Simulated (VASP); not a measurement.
Wanted: the native input for a VASP 6.6.1 run.

```yaml
Task: single point
Functional: PBEsol
Potentials_or_basis: VASP PAW PBE potentials, release 64 (Au)
Cutoff: 520 eV
k_mesh: 9 × 9 × 13
Occupations: fermi-dirac, width 0.1 eV
Spin: no spin polarisation
Dipole_correction: no
Further_INCAR_settings: ALGO = Normal; EDIFF = 1e-06; NBANDS = 24
```

The structure of Au lies in POSCAR:

```
Au
1.0
    4.6519828289      0.0000000000      0.0000000000
   -2.3259914145      4.0287353078      0.0000000000
    0.0000000000      0.0000000000      2.7801099128
Au
3
Direct
    0.0000000000      1.0000000000      0.0000000000
    0.3333333333      0.6666666667      0.5000000000
    0.6666666667      0.3333333333      0.5000000000
```

This isn't the form of Au at room conditions, which is fcc.

These files were run (other wordings do the same):

INCAR

```
SYSTEM = Au
  ALGO = Normal
  EDIFF = 1E-6
  ENCUT = 520
  GGA = PS
  ISIF = 2
  ISMEAR = -1
  LASPH = .True.
  LCHARG = .False.
  LREAL = .False.
  LWAVE = .False.
  NBANDS = 24
  NELM = 80
  PREC = Accurate
  SIGMA = 0.1
```

KPOINTS

```
k-points
0
Gamma
  9 9 13
  0 0 0
```

Potentials or basis: VASP PAW PBE potentials, release 64 (Au).

Launch:

```bash
$ cat potpaw_PBE.64/Au/POTCAR > POTCAR
$ mpirun -np 1 vasp_std > vasp.out
```

It gave:

The pressure is -0.3 GPa and the band gap on the k mesh is zero (an odd number of electrons rules out a gap without spin polarisation).

Caveat: the PAW data sets were made with another functional, which shifts forces and pressure a little; spin-orbit coupling is left out, which moves the levels of the heavy elements.

Wall time 41 s on 1 thread of Intel(R) Xeon(R) Platinum 8488C (Sapphire Rapids), with other jobs on the host, peak memory 0.23 GiB.
